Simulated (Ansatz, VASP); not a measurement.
## CoSi2 in VASP and in Ansatz

The input INCAR:

```
SYSTEM = CoSi2
  PREC = Accurate
  ENCUT = 600
  EDIFF = 1E-7
  ISMEAR = 0
  SIGMA = 0.1
  LREAL = .False.
  LASPH = .True.
  NELM = 100
  ALGO = Normal
  ISIF = 3
  LWAVE = .False.
  LCHARG = .False.
  GGA = PE
  IBRION = 2
  NSW = 100
  EDIFFG = -0.005
```

KPOINTS

```
regular mesh
0
Gamma
  14 14 14
  0 0 0
```

The input POSCAR:

```
CoSi2
1.0
    0.0000000000      2.6825000000      2.6825000000
    2.6825000000      0.0000000000      2.6825000000
    2.6825000000      2.6825000000      0.0000000000
Co Si
1 2
Direct
    0.0000000000      0.0000000000      0.0000000000
    0.2500000000      0.2500000000      0.2500000000
    0.7500000000      0.7500000000      0.7500000000
```

Input for Ansatz:

```yaml
crystal:
  lattice:
    - [0.0, 2.6825, 2.6825]
    - [2.6825, 0.0, 2.6825]
    - [2.6825, 2.6825, 0.0]
  atoms:
    - { symbol: Co, position: [0.0, 0.0, 0.0] }
    - { symbol: Si, position: [0.25, 0.25, 0.25] }
    - { symbol: Si, position: [0.75, 0.75, 0.75] }
basis:
  ecutwfc: 520.0
kpoints:
  mp_grid: { grid: [14, 14, 14] }
hamiltonian:
  xc: pbe
  pseudopotentials: { kind: paw, azcp: { folder: soft_1 } }
scf:
  occupations: { method: gaussian, width: 0.1 }
output:
  forces: true
  stress: true
  eigenvalues: true
relax:
  adjacent_minimum: "off"
  f_tol: 0.005
  max_steps: 80
  cell: { stress_tol: 0.05 }
```

Alike in both runs: task relaxation of cell and atoms; functional PBE; k mesh 14 × 14 × 14; occupations gaussian, width 0.1 eV; no spin polarisation.

```csv
,VASP,Ansatz
version,VASP 6.6.1,Ansatz 0.2.0
potentials or method,"VASP PAW PBE potentials, release 64 (Co, Si), cutoff 600 eV","scalar-relativistic, plane waves, PAW"
valence electrons in the cell,17,25
```

Ansatz gave:

| Item | Value |
| --- | --- |
| gap on the k mesh at the Fermi level, each at its own relaxed structure (eV) | none |
| relaxed volume (Å³/atom) | 12.84 |
| relaxed cell length with the largest relative difference (Å) | 3.790 |

Which values does VASP return?

gap on the k mesh at the Fermi level, each at its own relaxed structure (eV): none; relaxed volume (Å³/atom): 12.82; relaxed cell length with the largest relative difference (Å): 3.789.

A gap of «none» marks a metal or a gap that the smearing closes. VASP's potentials hold 17 valence electrons a cell and Ansatz's 25, so a difference there can come from the potentials and not from the codes.
